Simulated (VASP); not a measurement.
# Zr2Al3N (P6/mmm) in VASP: single point with PBE

Aim: the single point of Zr2Al3N with PBE.

Everything below comes from runs of VASP 6.6.1. Logs are shortened: lines on timing, memory, paths and dates and some standing lists are left out, and cuts for length are marked.

### 1 The cell of the first run

Symmetry: P6/mmm, No. 191, hexagonal system. Conventional cell: a = 5.274 Å, b = 5.274 Å, c = 6.790 Å, α = 90.00°, β = 90.00°, γ = 120.00°. Zr (site symmetry 6mm) has 1 N at 1.90 Å within 2.5 Å. Al (site symmetry mmm) has 4 Al at 2.64 Å and 4 Zr at 3.03 Å within 3.5 Å. N (site symmetry 6/mmm) has 2 Zr at 1.90 Å within 2.5 Å.

### 2 Single point, PBE

Contents of INCAR:

```
SYSTEM = Zr2Al3N
  PREC = Accurate
  ENCUT = 520
  EDIFF = 1E-6
  ISMEAR = 0
  SIGMA = 0.1
  LREAL = .FALSE.
  LASPH = .TRUE.
  NELM = 80
  ALGO = Normal
  ISIF = 2
  LWAVE = .FALSE.
  LCHARG = .FALSE.
  GGA = PE
  NBANDS = 28
```

Contents of KPOINTS:

```
regular mesh
0
G
  12 12 6
  0 0 0
```

Contents of POSCAR:

```
Zr2Al3N
1.0
    5.2743911561      0.0000000000      0.0000000000
   -2.6371955780      4.5677567307      0.0000000000
    0.0000000000      0.0000000000      6.7902137639
Zr Al N
2 3 1
Direct
    0.0000000000      0.0000000000      0.7805359012
    0.0000000000      0.0000000000      0.2194640988
    0.5000000000      0.0000000000      0.0000000000
    0.0000000000      0.5000000000      0.0000000000
    0.5000000000      0.5000000000      0.0000000000
    0.0000000000      0.0000000000      0.5000000000
```

Potentials or basis: VASP PAW PBE potentials, release 64 (Zr_sv, Al, N).

Command:

```
> cat potpaw_PBE.64/Zr_sv/POTCAR potpaw_PBE.64/Al/POTCAR potpaw_PBE.64/N/POTCAR > POTCAR
> mpirun -np 1 vasp_std > vasp.out
```

OUTCAR:

```text
SYSTEM = Zr2Al3N
   PREC = Accurate
   ENCUT = 520
   EDIFF = 1E-6
   ISMEAR = 0
   LREAL = .FALSE.
   LASPH = .TRUE.
   NELM = 80
   ISIF = 2
   GGA = PE

 ion  position               nearest neighbor table
   1  0.000  0.000  0.781-   6 1.90   2 2.98   4 3.03   4 3.03   3 3.03   3 3.03   5 3.03   5 3.03
                             2 3.81
   2  0.000  0.000  0.219-   6 1.90   1 2.98   4 3.03   4 3.03   3 3.03   3 3.03   5 3.03   5 3.03
                             1 3.81
   3  0.500  0.000  0.000-   5 2.64   5 2.64   4 2.64   4 2.64   1 3.03   1 3.03   2 3.03   2 3.03

   4  0.000  0.500  0.000-   5 2.64   5 2.64   3 2.64   3 2.64   1 3.03   2 3.03   1 3.03   2 3.03

   5  0.500  0.500  0.000-   3 2.64   3 2.64   4 2.64   4 2.64   1 3.03   2 3.03   1 3.03   2 3.03

   6  0.000  0.000  0.500-   1 1.90   2 1.90

  LATTYP: Found a hexagonal cell.
 ALAT       =     5.2743911561
 C/A-ratio  =     1.2873929072

  Lattice vectors:

 A1 = (   5.2743911561,   0.0000000000,   0.0000000000)
 A2 = (  -2.6371955780,   4.5677567307,   0.0000000000)
 A3 = (   0.0000000000,   0.0000000000,   6.7902137639)

Analysis of symmetry for initial positions (statically):
=====================================================================
 Subroutine PRICEL returns:
 Original cell was already a primitive cell.

 Routine SETGRP: Setting up the symmetry group for a
 hexagonal supercell.

 Subroutine GETGRP returns: Found 24 space group operations
 (whereof 24 operations were pure point group operations)
 out of a pool of 24 trial point group operations.

The static configuration has the point symmetry D_6h.

Analysis of symmetry for dynamics (positions and initial velocities):
=====================================================================
 Subroutine PRICEL returns:
 Original cell was already a primitive cell.

 Routine SETGRP: Setting up the symmetry group for a
 hexagonal supercell.

 Subroutine GETGRP returns: Found 24 space group operations
 (whereof 24 operations were pure point group operations)
 out of a pool of 24 trial point group operations.

The dynamic configuration has the point symmetry D_6h.

 Subroutine INISYM returns: Found 24 space group operations
 (whereof 24 operations are pure point group operations),
 and found     1 'primitive' translations

----------------------------------------------------------------------------------------

                                     Primitive cell

  volume of cell :     163.5908

  direct lattice vectors                    reciprocal lattice vectors
     5.274391156  0.000000000  0.000000000     0.189595343  0.109462922  0.000000000
    -2.637195578  4.567756731  0.000000000     0.000000000  0.218925845  0.000000000
     0.000000000  0.000000000  6.790213764     0.000000000  0.000000000  0.147270769

  length of vectors
     5.274391156  5.274391156  6.790213764     0.218925845  0.218925845  0.147270769

  position of ions in fractional coordinates (direct lattice)
     0.000000000  0.000000000  0.780535901
     0.000000000  0.000000000  0.219464099
     0.500000000  0.000000000  0.000000000
     0.000000000  0.500000000  0.000000000
     0.500000000  0.500000000  0.000000000
     0.000000000  0.000000000  0.500000000

  ion indices of the primitive-cell ions
   primitive index   ion index
                 1           1
                 2           2
                 3           3
                 4           4
                 5           5
                 6           6

----------------------------------------------------------------------------------------

 KPOINTS: regular mesh

Automatic generation of k-mesh.
 Grid dimensions read from file:
 generate k-points for:   12   12    6

 Generating k-lattice:

  Cartesian coordinates                     Fractional coordinates (reciprocal lattice)
     0.015799612  0.009121910  0.000000000     0.083333333  0.000000000  0.000000000
     0.000000000  0.018243820  0.000000000     0.000000000  0.083333333  0.000000000
     0.000000000  0.000000000  0.024545128     0.000000000  0.000000000  0.166666667

  Length of vectors
     0.018243820  0.018243820  0.024545128

  Shift w.r.t. Gamma in fractional coordinates (k-lattice)
     0.000000000  0.000000000  0.000000000

 Subroutine IBZKPT returns following result:
 ===========================================

 Found     76 irreducible k-points:

 Following reciprocal coordinates:
            Coordinates               Weight
  0.000000  0.000000  0.000000      1.000000
  0.083333  0.000000  0.000000      6.000000
  0.166667  0.000000  0.000000      6.000000
  0.250000  0.000000  0.000000      6.000000
  0.333333  0.000000  0.000000      6.000000
  0.416667  0.000000  0.000000      6.000000
[... 16 lines left out ...]
  0.250000  0.000000  0.166667     12.000000
  0.333333  0.000000  0.166667     12.000000
 [... further k-points ...]
   k-points           NKPTS =     76   k-points in BZ     NKDIM =     76   number of bands    NBANDS=     28
   number of dos      NEDOS =    301   number of ions     NIONS =      6
   total plane-waves  NPLWV =  86400
   dimension x,y,z NGX =    40 NGY =   40 NGZ =   54
   dimension x,y,z NGXF=    80 NGYF=   80 NGZF=  108
   ions per type =               2   3   1
   NGX,Y,Z   is equivalent  to a cutoff of  12.61, 12.61, 13.22 a.u.
   NGXF,Y,Z  is equivalent  to a cutoff of  25.22, 25.22, 26.44 a.u.
 SYSTEM =  Zr2Al3N
   PREC   = accura    normal or accurate (medium, high low for compatibility)
   ISTART =      0    job   : 0-new  1-cont  2-samecut
   ICHARG =      2    charge: 1-file 2-atom 10-const
   ISPIN  =      1    spin polarized calculation?
   LNONCOLLINEAR =      F non collinear calculations
   LSORBIT =      F    spin-orbit coupling
   LASPH  =      T    aspherical Exc in radial PAW
   ENCUT  =  520.0 eV  38.22 Ry    6.18 a.u.   9.81  9.81 12.63*2*pi/ulx,y,z
   NELM   =     80;   NELMIN=  2; NELMDL= -5     # of ELM steps
   EDIFF  = 0.1E-05   stopping-criterion for ELM
   LREAL  =      F    real-space projection
   EDIFFG = 0.1E-04   stopping-criterion for IOM
   NSW    =      0    number of steps for IOM
   IBRION =     -1    ionic relax: 0-MD 1-quasi-New 2-CG
   NFREE  =      0    steps in history (QN), initial steepest desc. (CG)
   ISIF   =      2    stress and relaxation
   ISYM   =      2    0-nonsym 1-usesym 2-fastsym
   POTIM  = 0.5000    time-step for ionic-motion
   TEBEG  =    0.0;   TEEND  =   0.0 temperature during run
   PSTRESS=    0.0 pullay stress
   NELECT =      38.0000    total number of electrons
   NUPDOWN=      -1.0000    fix difference up-down
   EMIN   =  10.00;   EMAX   =-10.00  energy-range for DOS
   EFERMI =   0.00;   METHOD = LEGACY
   ISMEAR =     0;   SIGMA  =   0.10  broadening in eV -4-tet -1-fermi 0-gaus
   EFERMI_NEDOS =   21; number of points for ismear=-14 and -15
   IALGO  =     38    algorithm
   IMIX   =      4    mixing-type and parameters
     AMIX     =   0.40;   BMIX     =  1.00
     AMIX_MAG =   1.60;   BMIX_MAG =  1.00
  volume/ion in A,a.u.               =      27.27       183.99
  Fermi-wavevector in a.u.,A,eV,Ry     =   1.006352  1.901729 13.779215  1.012744
  Thomas-Fermi vector in A             =   2.139089
   LORBIT       =      0    0 simple, 1 ext, 2 COOP (PROOUT), +10 PAW based schemes
   GGA     = PE    functional components
   LHFCALC =     F    Hartree Fock is set to
   AEXX    =    0.0000 exact exchange contribution
   IVDW    =     0    specifies the selected vdW correction
   LEPSILON=     F    determine dielectric tensor
   LRPA    =     F    only Hartree local field effects (RPA)
 non-spin polarized calculation
 Gauss-broadening in eV      SIGMA  =   0.10
  energy-cutoff  :      520.00
  volume of cell :      163.59
 maximum number of plane-waves:      4430
 NGX is ok and might be reduce to    40
   NGX = 19   NGY = 19   NGZ = 25

 number of electron      38.0000002 magnetization

 Free energy of the ion-electron system (eV)
  ---------------------------------------------------
  ext. energy  EPLUGINS =         0.00000000
  ---------------------------------------------------
  free energy    TOTEN  =       -36.50173499 eV

  energy without entropy =      -36.49235998  energy(sigma->0) =      -36.49704748

 E-fermi :   3.4302     XC(G=0):  -8.1222

 val. band max:        3.4293424034   @ k =   0.1667   0.0833   0.5000
 cond. band min:       3.4416452793   @ k =   0.2500   0.0000   0.1667
 fundamental gap:      0.0123028758
 Fermi energy:         3.4301528583

 k-point     1 :       0.0000    0.0000    0.0000
  band No.  band energies     occupation
      1     -45.6391      2.00000
      2     -45.5807      2.00000
      3     -24.2550      2.00000
      4     -23.6845      2.00000
      5     -23.6845      2.00000
      6     -23.6368      2.00000
[... 20 lines left out ...]
     27       7.3441      0.00000
     28       8.1218      0.00000

 k-point     2 :       0.0833    0.0000    0.0000
  band No.  band energies     occupation
      1     -45.6391      2.00000
      2     -45.5807      2.00000
      3     -24.2549      2.00000
      4     -23.6847      2.00000
      5     -23.6845      2.00000
      6     -23.6368      2.00000
[... 20 lines left out ...]
     27       7.3452      0.00000
     28       8.1127      0.00000

 k-point     3 :       0.1667    0.0000    0.0000
  band No.  band energies     occupation
      1     -45.6391      2.00000
      2     -45.5807      2.00000
      3     -24.2547      2.00000
      4     -23.6855      2.00000
      5     -23.6848      2.00000
      6     -23.6368      2.00000
[... 20 lines left out ...]
     27       7.3138      0.00000
     28       7.3818      0.00000

 k-point     4 :       0.2500    0.0000    0.0000
  band No.  band energies     occupation
      1     -45.6391      2.00000
      2     -45.5807      2.00000
      3     -24.2545      2.00000
      4     -23.6866      2.00000
      5     -23.6851      2.00000
      6     -23.6368      2.00000
[... 20 lines left out ...]
     27       7.1338      0.00000
     28       7.1539      0.00000

 k-point     5 :       0.3333    0.0000    0.0000
  band No.  band energies     occupation
      1     -45.6390      2.00000
      2     -45.5807      2.00000
      3     -24.2543      2.00000
      4     -23.6876      2.00000
      5     -23.6853      2.00000
      6     -23.6368      2.00000
[... 20 lines left out ...]
     27       6.8842      0.00000
     28       7.0321      0.00000

 k-point     6 :       0.4167    0.0000    0.0000
  band No.  band energies     occupation
      1     -45.6390      2.00000
      2     -45.5807      2.00000
      3     -24.2541      2.00000
      4     -23.6884      2.00000
      5     -23.6856      2.00000
      6     -23.6368      2.00000
[... 463 lines left out ...]
      5     -23.6825      2.00000
      6     -23.6696      2.00000
[... 20 lines left out ...]
     27       7.3821      0.00000
     28       8.0220      0.00000

 k-point    22 :       0.1667    0.0000    0.1667
  band No.  band energies     occupation
      1     -45.6381      2.00000
      2     -45.5817      2.00000
      3     -24.2263      2.00000
      4     -23.6835      2.00000
      5     -23.6827      2.00000
      6     -23.6696      2.00000
[... 20 lines left out ...]
     27       7.3081      0.00000
     28       7.5909      0.00000

 k-point    23 :       0.2500    0.0000    0.1667
  band No.  band energies     occupation
      1     -45.6381      2.00000
      2     -45.5817      2.00000
      3     -24.2260      2.00000
      4     -23.6845      2.00000
      5     -23.6830      2.00000
      6     -23.6696      2.00000
[... 20 lines left out ...]
     27       7.0893      0.00000
     28       7.4837      0.00000

 k-point    24 :       0.3333    0.0000    0.1667
  band No.  band energies     occupation
      1     -45.6381      2.00000
      2     -45.5816      2.00000
      3     -24.2258      2.00000
      4     -23.6856      2.00000
      5     -23.6833      2.00000
      6     -23.6696      2.00000
[... 20 lines left out ...]
     27       6.7050      0.00000
     28       7.3780      0.00000

 [... further k-points ...]

------------------------ aborting loop because EDIFF is reached ----------------------------------------

  FORCE on cell =-STRESS in cart. coord.  units (eV):
  Direction    XX          YY          ZZ          XY          YZ          ZX
  --------------------------------------------------------------------------------------
  -------------------------------------------------------------------------------------
  Total       -0.0156516     -0.0156516      0.2592408     -0.0000000     -0.0000000      0.0000000
  in kB       -0.1532889     -0.1532889      2.5389564     -0.0000000     -0.0000000      0.0000000
  external PRESSURE =       0.7441262 kB  Pullay stress =       0.0000000 kB

 VOLUME and BASIS-vectors are now :
 -----------------------------------------------------------------------------
  energy-cutoff  :      520.00
  volume of cell :      163.59
      direct lattice vectors                 reciprocal lattice vectors
     5.274391156  0.000000000  0.000000000     0.189595343  0.109462922  0.000000000
    -2.637195578  4.567756731  0.000000000     0.000000000  0.218925845  0.000000000
     0.000000000  0.000000000  6.790213764     0.000000000  0.000000000  0.147270769

 POSITION                                       TOTAL-FORCE (eV/Angst)
 -----------------------------------------------------------------------------------
      0.00000      0.00000      5.30001        -0.000000      0.000000      0.076152
      0.00000      0.00000      1.49021         0.000000     -0.000000     -0.076152
      2.63720      0.00000      0.00000         0.000000     -0.000000      0.000000
     -1.31860      2.28388      0.00000         0.000000     -0.000000      0.000000
      1.31860      2.28388      0.00000         0.000000     -0.000000      0.000000
      0.00000      0.00000      3.39511         0.000000     -0.000000      0.000000
 -----------------------------------------------------------------------------------
    total drift:                                0.000000     -0.000000      0.000000

  FREE ENERGIE OF THE ION-ELECTRON SYSTEM (eV)
  ---------------------------------------------------
  free  energy   TOTEN  =       -36.5017349886 eV

  energy  without entropy=      -36.4923599773  energy(sigma->0) =      -36.49704748
```

Wall time 6.8 min (1 thread of Intel Xeon Platinum 8488C (Sapphire Rapids), shared host); peak memory 0.47 GiB.

Results:

- Free energy: -36.5017 eV
- Pressure: 0.1 GPa
- Largest force: 0.076 eV/Å
- Band gap on the k mesh: zero (bands 19 and 20 overlap by 0.08 eV)

Forces in eV/Å, atoms in the order of the input:
```
Zr   0.000  0.000  0.076
Zr   0.000  0.000 -0.076
Al   0.000  0.000  0.000
Al   0.000  0.000  0.000
Al   0.000  0.000  0.000
N    0.000  0.000  0.000
```

Levels at points of the mesh, in eV from the Fermi level:
| k point | band 16 | band 17 | band 18 | band 19 | band 20 | band 21 | band 22 | band 23 |
| --- | --- | --- | --- | --- | --- | --- | --- | --- |
| (0.00, 0.00, 0.00) | -2.32 | -2.32 | -1.34 | -1.34 | -0.05 | 0.48 | 0.48 | 2.08 |
| (0.50, 0.00, 0.00) | -2.15 | -1.02 | -0.65 | -0.17 | 0.80 | 1.26 | 1.46 | 1.77 |
| (0.00, 0.00, 0.50) | -2.46 | -2.46 | -2.29 | -2.29 | 0.35 | 0.35 | 2.03 | 2.69 |
| (0.50, 0.00, 0.50) | -2.28 | -1.25 | -0.76 | -0.13 | 0.46 | 1.02 | 1.37 | 1.70 |
